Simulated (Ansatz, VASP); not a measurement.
Zn3CdPt in VASP and in Ansatz

```xyz
5
Lattice="4.3583 0.0000 0.0000 0.0000 4.3583 0.0000 0.0000 0.0000 4.3583" Properties=species:S:1:pos:R:3 pbc="T T T"
Zn    2.1791    2.1791    0.0000
Zn    0.0000    2.1791    2.1791
Zn    2.1791    0.0000    2.1791
Cd    0.0000    0.0000    0.0000
Pt    2.1791    2.1791    2.1791
```

Change from the starting cell: species swapped into the Tb3InN type (Pm-3m, No. 221).

Alike in both runs: task relaxation of cell and atoms; functional PBE; k mesh 4 × 4 × 4; occupations gaussian, width 0.1 eV; no spin polarisation.

```csv
,VASP,Ansatz
version,VASP 6.6.1,Ansatz 0.2.0
potentials or method,"VASP PAW PBE potentials, release 64 (Zn, Cd, Pt), cutoff 600 eV","scalar-relativistic, plane waves, PAW"
valence electrons in the cell,58,74
```

```tsv
	VASP	Ansatz	Ansatz less VASP
gap on the k mesh at the Fermi level, each at its own relaxed structure (eV)	none	none	-
relaxed volume (Å³/atom)	23.04	22.76	-0.285
relaxed cell length with the largest relative difference (Å)	4.866	4.846	-0.0201
```

A gap of «none» marks a metal or a gap that the smearing closes. VASP's potentials hold 58 valence electrons a cell and Ansatz's 74, so a difference there can come from the potentials and not from the codes.

The k mesh is coarse, so the values compare programs but aren't converged. Neither program's run includes spin-orbit coupling. Noted on VASP's run: the volume moved by over 15 % at a fixed basis, so the end points are rough.
